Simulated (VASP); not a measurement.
## NbRe3Pd: single point with PBE

NbRe3Pd:

```
CELL_PARAMETERS angstrom
4.62893 0.00000 0.00000
0.00000 4.62893 0.00000
0.00000 0.00000 4.62893
ATOMIC_POSITIONS crystal
Nb 0.00000 0.00000 0.00000
Re 0.00000 0.50000 0.50000
Re 0.50000 0.00000 0.50000
Re 0.50000 0.50000 0.00000
Pd 0.50000 0.50000 0.50000
```

```yaml
Program: VASP 6.6.1
Task: single point
Functional: PBE
Potentials_or_basis: VASP PAW PBE potentials, release 64 (Nb_sv, Re_sv_GW, Pd_sv_GW)
Cutoff: 630 eV
k_mesh: 8 × 8 × 8
Occupations: gaussian, width 0.1 eV
Spin: no spin polarisation
Dipole_correction: no
Further_INCAR_settings: ALGO = Normal; EDIFF = 1e-06; NBANDS = 46
```

```json
{"Pressure": "-0.2 GPa", "Band gap on the k mesh": "zero (bands 38 and 39 overlap by 1.20 eV)"}
```

Levels at points of the mesh, in eV from the Fermi level:
```csv
k point,band 34,band 35,band 36,band 37,band 38,band 39,band 40,band 41,band 42,band 43
"(0.00, 0.00, 0.00)",0.57,0.57,0.79,0.79,0.79,1.32,1.32,1.32,1.36,1.36
"(0.50, 0.00, 0.00)",-0.90,-0.90,-0.46,-0.18,0.39,0.39,0.42,0.68,0.68,0.79
"(0.50, 0.50, 0.00)",-1.15,-1.10,-1.10,-1.01,-0.46,-0.39,-0.39,-0.25,0.30,0.81
"(0.50, 0.50, 0.50)",-1.63,-1.63,-1.63,-0.67,-0.67,0.62,0.62,0.62,1.19,1.19
```

Wall time 4.8 min on 1 thread of AMD EPYC 7R13 Processor (Zen 3) (shared host), peak memory 0.37 GiB.

Caveat: spin-orbit coupling is left out, which moves the levels of the heavy elements.
